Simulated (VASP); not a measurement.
# BaLa2Mg2 in VASP: single point with PBE

Aim: the single point of BaLa2Mg2 with PBE.

All numbers are computed with VASP 6.6.1; they aren't measurements. Logs are shortened: lines on timing, memory, paths and dates and some standing lists are left out, and cuts for length are marked.

**1. The cell of the first run**

The typed cell holds 5 atoms: a = 4.916 Å, b = 4.916 Å, c = 8.190 Å, α = 90.00°, β = 90.00°, γ = 120.00°.

**2. Single point, PBE**

Contents of INCAR:

```
  PREC = Accurate
  ENCUT = 520
  EDIFF = 1E-6
  ISMEAR = -1
  SIGMA = 0.1
  LREAL = F
  LASPH = T
  NELM = 60
  ALGO = Normal
  ISIF = 2
  LWAVE = F
  LCHARG = T
  GGA = PE
  LELF = T
  LVHAR = T
  NBANDS = 26
```

Contents of KPOINTS:

```
regular mesh
0
Gamma
  8 8 4
```

Contents of POSCAR:

```
BaLa2Mg2
1.0
    4.9159420000      0.0000000000      0.0000000000
   -2.4579710000      4.2573310000      0.0000000000
    0.0000000000      0.0000000000      8.1897500000
Mg La Ba
2 2 1
Direct
    0.3333000000      0.6667000000      0.6286000000
    0.6667000000      0.3333000000      0.3714000000
    0.3333000000      0.6667000000      0.2571000000
    0.6667000000      0.3333000000      0.7429000000
    0.0000000000      0.0000000000      0.0000000000
```

Potentials or basis: VASP PAW PBE potentials, release 64 (Mg, La, Ba_sv).

On the command line:

```bash
$ cat potpaw_PBE.64/Mg/POTCAR potpaw_PBE.64/La/POTCAR potpaw_PBE.64/Ba_sv/POTCAR > POTCAR
$ mpirun -np 1 vasp_std > vasp.out
```

OUTCAR:

```text
PREC = Accurate
   ENCUT = 520
   EDIFF = 1E-6
   ISMEAR = -1
   LREAL = F
   LASPH = T
   NELM = 60
   ISIF = 2
   GGA = PE

 ion  position               nearest neighbor table
   1  0.333  0.667  0.629-   4 2.99   4 2.99   4 2.99   3 3.04   2 3.53   2 3.53   2 3.53   5 4.16
                             5 4.16   5 4.16
   2  0.667  0.333  0.371-   3 2.99   3 2.99   3 2.99   4 3.04   1 3.53   1 3.53   1 3.53   5 4.16
                             5 4.16   5 4.16
   3  0.333  0.667  0.257-   2 2.99   2 2.99   2 2.99   1 3.04   5 3.53   5 3.53   5 3.53
   4  0.667  0.333  0.743-   1 2.99   1 2.99   1 2.99   2 3.04   5 3.53   5 3.53   5 3.53
   5  0.000  0.000  0.000-   3 3.53   4 3.53   4 3.53   3 3.53   4 3.53   3 3.53   1 4.16   2 4.16
                             1 4.16   2 4.16   2 4.16   1 4.16

  LATTYP: Found a hexagonal cell.
 ALAT       =     4.9159420000
 C/A-ratio  =     1.6659574096

  Lattice vectors:

 A1 = (   4.9159420000,   0.0000000000,   0.0000000000)
 A2 = (  -2.4579710000,   4.2573310000,   0.0000000000)
 A3 = (   0.0000000000,   0.0000000000,   8.1897500000)

Analysis of symmetry for initial positions (statically):
=====================================================================
 Subroutine PRICEL returns:
 Original cell was already a primitive cell.

 Routine SETGRP: Setting up the symmetry group for a
 hexagonal supercell.

 Subroutine GETGRP returns: Found  4 space group operations
 (whereof  4 operations were pure point group operations)
 out of a pool of 24 trial point group operations.

The static configuration has the point symmetry C_2h.

Analysis of symmetry for dynamics (positions and initial velocities):
=====================================================================
 Subroutine PRICEL returns:
 Original cell was already a primitive cell.

 Routine SETGRP: Setting up the symmetry group for a
 hexagonal supercell.

 Subroutine GETGRP returns: Found  4 space group operations
 (whereof  4 operations were pure point group operations)
 out of a pool of 24 trial point group operations.

The dynamic configuration has the point symmetry C_2h.

 Subroutine INISYM returns: Found  4 space group operations
 (whereof  4 operations are pure point group operations),
 and found     1 'primitive' translations

----------------------------------------------------------------------------------------

                                     Primitive cell

  volume of cell :     171.4016

  direct lattice vectors                    reciprocal lattice vectors
     4.915942000  0.000000000  0.000000000     0.203419813  0.117444474  0.000000000
    -2.457971000  4.257331000  0.000000000     0.000000000  0.234888948  0.000000000
     0.000000000  0.000000000  8.189750000     0.000000000  0.000000000  0.122103849

  length of vectors
     4.915942000  4.915942298  8.189750000     0.234888962  0.234888948  0.122103849

  position of ions in fractional coordinates (direct lattice)
     0.333300000  0.666700000  0.628600000
     0.666700000  0.333300000  0.371400000
     0.333300000  0.666700000  0.257100000
     0.666700000  0.333300000  0.742900000
     0.000000000  0.000000000  0.000000000

  ion indices of the primitive-cell ions
   primitive index   ion index
                 1           1
                 2           2
                 3           3
                 4           4
                 5           5

----------------------------------------------------------------------------------------

 KPOINTS: regular mesh

Automatic generation of k-mesh.
 Grid dimensions read from file:
 generate k-points for:    8    8    4

 Generating k-lattice:

  Cartesian coordinates                     Fractional coordinates (reciprocal lattice)
     0.025427477  0.014680559  0.000000000     0.125000000  0.000000000  0.000000000
     0.000000000  0.029361119  0.000000000     0.000000000  0.125000000  0.000000000
     0.000000000  0.000000000  0.030525962     0.000000000  0.000000000  0.250000000

  Length of vectors
     0.029361120  0.029361119  0.030525962

  Shift w.r.t. Gamma in fractional coordinates (k-lattice)
     0.000000000  0.000000000  0.000000000

 Subroutine IBZKPT returns following result:
 ===========================================

 Found     78 irreducible k-points:

 Following reciprocal coordinates:
            Coordinates               Weight
  0.000000  0.000000  0.000000      1.000000
  0.125000  0.000000  0.000000      4.000000
 -0.125000  0.125000  0.000000      2.000000
  0.250000  0.000000  0.000000      4.000000
 -0.250000  0.250000  0.000000      2.000000
  0.375000  0.000000  0.000000      4.000000
[... 16 lines left out ...]
  0.125000  0.000000  0.250000      4.000000
  0.000000  0.125000  0.250000      4.000000
 [... further k-points ...]
   k-points           NKPTS =     78   k-points in BZ     NKDIM =     78   number of bands    NBANDS=     26
   number of dos      NEDOS =    301   number of ions     NIONS =      5
   total plane-waves  NPLWV = 102400
   dimension x,y,z NGX =    40 NGY =   40 NGZ =   64
   dimension x,y,z NGXF=    80 NGYF=   80 NGZF=  128
   ions per type =               2   2   1
   NGX,Y,Z   is equivalent  to a cutoff of  13.53, 13.53, 12.99 a.u.
   NGXF,Y,Z  is equivalent  to a cutoff of  27.05, 27.05, 25.98 a.u.
 SYSTEM =  unknown system
   PREC   = accura    normal or accurate (medium, high low for compatibility)
   ISTART =      0    job   : 0-new  1-cont  2-samecut
   ICHARG =      2    charge: 1-file 2-atom 10-const
   ISPIN  =      1    spin polarized calculation?
   LNONCOLLINEAR =      F non collinear calculations
   LSORBIT =      F    spin-orbit coupling
   LASPH  =      T    aspherical Exc in radial PAW
   ENCUT  =  520.0 eV  38.22 Ry    6.18 a.u.   9.14  9.14 15.23*2*pi/ulx,y,z
   NELM   =     60;   NELMIN=  2; NELMDL= -5     # of ELM steps
   EDIFF  = 0.1E-05   stopping-criterion for ELM
   LREAL  =      F    real-space projection
   EDIFFG = 0.1E-04   stopping-criterion for IOM
   NSW    =      0    number of steps for IOM
   IBRION =     -1    ionic relax: 0-MD 1-quasi-New 2-CG
   NFREE  =      0    steps in history (QN), initial steepest desc. (CG)
   ISIF   =      2    stress and relaxation
   ISYM   =      2    0-nonsym 1-usesym 2-fastsym
   POTIM  = 0.5000    time-step for ionic-motion
   TEBEG  =    0.0;   TEEND  =   0.0 temperature during run
   PSTRESS=    0.0 pullay stress
   NELECT =      36.0000    total number of electrons
   NUPDOWN=      -1.0000    fix difference up-down
   EMIN   =  10.00;   EMAX   =-10.00  energy-range for DOS
   EFERMI =   0.00;   METHOD = LEGACY
   ISMEAR =    -1;   SIGMA  =   0.10  broadening in eV -4-tet -1-fermi 0-gaus
   EFERMI_NEDOS =   21; number of points for ismear=-14 and -15
   IALGO  =     38    algorithm
   IMIX   =      4    mixing-type and parameters
     AMIX     =   0.40;   BMIX     =  1.00
     AMIX_MAG =   1.60;   BMIX_MAG =  1.00
  volume/ion in A,a.u.               =      34.28       231.33
  Fermi-wavevector in a.u.,A,eV,Ry     =   0.973130  1.838948 12.884464  0.946981
  Thomas-Fermi vector in A             =   2.103484
   LORBIT       =      0    0 simple, 1 ext, 2 COOP (PROOUT), +10 PAW based schemes
   GGA     = PE    functional components
   LHFCALC =     F    Hartree Fock is set to
   AEXX    =    0.0000 exact exchange contribution
   IVDW    =     0    specifies the selected vdW correction
   LEPSILON=     F    determine dielectric tensor
   LRPA    =     F    only Hartree local field effects (RPA)
 non-spin polarized calculation
  energy-cutoff  :      520.00
  volume of cell :      171.40
 maximum number of plane-waves:      4644
 NGX is ok and might be reduce to    40
   NGX = 19   NGY = 19   NGZ = 31

 number of electron      36.0000001 magnetization

 Free energy of the ion-electron system (eV)
  ---------------------------------------------------
  ext. energy  EPLUGINS =         0.00000000
  ---------------------------------------------------
  free energy    TOTEN  =       -11.42041883 eV

  energy without entropy =      -11.17876081  energy(sigma->0) =      -11.29958982

 E-fermi :   4.5064     XC(G=0):  -8.7764

 val. band max:        4.5023093278   @ k =   0.3750   0.2500   0.2500
 cond. band min:       4.5117573177   @ k =   0.5000   0.5000   0.2500
 fundamental gap:      0.0094479899
 Fermi energy:         4.5063507144

 k-point     1 :       0.0000    0.0000    0.0000
  band No.  band energies     occupation
      1     -28.5519      2.00000
      2     -28.5431      2.00000
      3     -23.6709      2.00000
      4     -12.3807      2.00000
      5     -12.3155      2.00000
      6     -12.3137      2.00000
[... 18 lines left out ...]
     25       5.8879      0.00000
     26       5.9110      0.00000

 k-point     2 :       0.1250    0.0000    0.0000
  band No.  band energies     occupation
      1     -28.5506      2.00000
      2     -28.5426      2.00000
      3     -23.6707      2.00000
      4     -12.3941      2.00000
      5     -12.3444      2.00000
      6     -12.3295      2.00000
[... 18 lines left out ...]
     25       5.9718      0.00000
     26       6.0560      0.00000

 k-point     3 :      -0.1250    0.1250    0.0000
  band No.  band energies     occupation
      1     -28.5506      2.00000
      2     -28.5426      2.00000
      3     -23.6707      2.00000
      4     -12.3942      2.00000
      5     -12.3444      2.00000
      6     -12.3295      2.00000
[... 572 lines left out ...]
 k-point    23 :       0.1250    0.0000    0.2500
  band No.  band energies     occupation
      1     -28.5495      2.00000
      2     -28.5438      2.00000
      3     -23.6707      2.00000
      4     -12.3918      2.00000
      5     -12.3427      2.00000
      6     -12.3339      2.00000
[... 18 lines left out ...]
     25       5.8827      0.00000
     26       5.9718      0.00000

 k-point    24 :       0.0000    0.1250    0.2500
  band No.  band energies     occupation
      1     -28.5495      2.00000
      2     -28.5437      2.00000
      3     -23.6707      2.00000
      4     -12.3864      2.00000
      5     -12.3378      2.00000
      6     -12.3258      2.00000
[... 18 lines left out ...]
     25       5.8913      0.00000
     26       6.0475      0.00000

 [... further k-points ...]

------------------------ aborting loop because EDIFF is reached ----------------------------------------

  FORCE on cell =-STRESS in cart. coord.  units (eV):
  Direction    XX          YY          ZZ          XY          YZ          ZX
  --------------------------------------------------------------------------------------
  -------------------------------------------------------------------------------------
  Total        5.8212925      5.8279533      4.2325873      0.0057676      0.0016893     -0.0029259
  in kB       54.4145686     54.4768309     39.5641366      0.0539131      0.0157905     -0.0273498
  external PRESSURE =      49.4851787 kB  Pullay stress =       0.0000000 kB

 VOLUME and BASIS-vectors are now :
 -----------------------------------------------------------------------------
  energy-cutoff  :      520.00
  volume of cell :      171.40
      direct lattice vectors                 reciprocal lattice vectors
     4.915942000  0.000000000  0.000000000     0.203419813  0.117444474  0.000000000
    -2.457971000  4.257331000  0.000000000     0.000000000  0.234888948  0.000000000
     0.000000000  0.000000000  8.189750000     0.000000000  0.000000000  0.122103849

 POSITION                                       TOTAL-FORCE (eV/Angst)
 -----------------------------------------------------------------------------------
     -0.00025      2.83836      5.14808         0.001784     -0.001030     -0.323780
      2.45822      1.41897      3.04167        -0.001784      0.001030      0.323780
     -0.00025      2.83836      2.10558         0.002088     -0.001205     -0.794561
      2.45822      1.41897      6.08417        -0.002088      0.001205      0.794561
      0.00000      0.00000      0.00000        -0.000000      0.000000      0.000000
 -----------------------------------------------------------------------------------
    total drift:                                0.000000      0.000000     -0.000000

  FREE ENERGIE OF THE ION-ELECTRON SYSTEM (eV)
  ---------------------------------------------------
  free  energy   TOTEN  =       -11.4204188313 eV

  energy  without entropy=      -11.1787608106  energy(sigma->0) =      -11.29958982
```

It took 5.9 min on 1 thread of Intel Xeon Platinum 8375C at 2.90GHz (Ice Lake), shared host; peak memory 0.61 GiB.

What came out:

```
Free energy            : -11.4204 eV
Pressure               : 4.9 GPa
Largest force          : 0.795 eV/Å
Band gap on the k mesh : zero (bands 18 and 19 overlap by 0.48 eV)
```

Forces on the atoms (eV/Å):
```
Mg   0.002 -0.001 -0.324
Mg  -0.002  0.001  0.324
La   0.002 -0.001 -0.795
La  -0.002  0.001  0.795
Ba   0.000  0.000  0.000
```

Stress tensor (GPa, compression positive):
```
5.44 0.01 0.00
0.01 5.45 0.00
0.00 0.00 3.96
```

Levels at points of the mesh, in eV from the Fermi level:
| k point | band 14 | band 15 | band 16 | band 17 | band 18 | band 19 | band 20 | band 21 | band 22 | band 23 |
| --- | --- | --- | --- | --- | --- | --- | --- | --- | --- | --- |
| (0.00, 0.00, 0.00) | -2.26 | -0.82 | -0.67 | -0.62 | -0.62 | -0.05 | -0.05 | 0.25 | 0.25 | 1.35 |
| (0.50, 0.00, 0.00) | -2.17 | -1.63 | -0.47 | -0.06 | 0.16 | 0.55 | 0.69 | 0.88 | 1.12 | 1.21 |
| (0.50, 0.50, 0.00) | -2.17 | -1.63 | -0.47 | -0.06 | 0.16 | 0.55 | 0.69 | 0.88 | 1.12 | 1.21 |
| (0.00, 0.00, 0.50) | -2.96 | -1.01 | -0.58 | -0.52 | -0.51 | 0.07 | 0.07 | 0.14 | 0.14 | 1.22 |
| (0.50, 0.00, 0.50) | -1.80 | -1.48 | -1.33 | -0.09 | -0.06 | 0.54 | 1.09 | 1.12 | 1.18 | 1.39 |
| (0.50, 0.50, 0.50) | -1.80 | -1.48 | -1.33 | -0.09 | -0.06 | 0.54 | 1.09 | 1.12 | 1.18 | 1.39 |

Caveat: the cell stands under pressure; spin-orbit coupling is left out, which moves the levels of the heavy elements.
